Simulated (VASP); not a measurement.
A run of VASP 6.6.1:

File INCAR:

```
PREC     = Accurate       # precision mode
ENCUT    = 520            # plane-wave cutoff, eV
EDIFF    = 1E-6           # SCF threshold, eV
ISMEAR   = 0              # smearing method
SIGMA    = 0.15           # smearing width, eV
LREAL    = False          # projectors in reciprocal space
LASPH    = True           # aspherical terms in the spheres
NELM     = 60             # most SCF steps
ALGO     = Fast           # electronic algorithm
ISIF     = 2              # what is computed and relaxed
LWAVE    = False          # write WAVECAR
LCHARG   = True           # write CHGCAR
GGA      = PS             # functional
LELF     = True           # ELF
LVHAR    = True         
NBANDS   = 10             # bands
```

Contents of KPOINTS:

```
regular mesh
0
Gamma
  22 22 22
```

File POSCAR:

```
Ir
1.0
    0.0000000000      1.8813060000      1.9197000000
    1.9197000000      0.0000000000      1.9197000000
    1.9197000000      1.8813060000      0.0000000000
Ir
1
Direct
    0.0000000000      0.0000000000      0.0000000000
```

Potentials or basis: VASP PAW PBE potentials, release 64 (Ir).

Launch:

```bash
$ cat potpaw_PBE.64/Ir/POTCAR > POTCAR
$ mpirun -np 1 vasp_std > vasp.out
```

Hardware: 1 thread of Intel(R) Xeon(R) Platinum 8488C (Sapphire Rapids) (shared host).

Task: How long does it take, and how much memory?

Result: Wall time 95 s on 1 thread of Intel(R) Xeon(R) Platinum 8488C (Sapphire Rapids), with other jobs on the host, peak memory 0.24 GiB. Counts: scf iterations 17, k points 834.
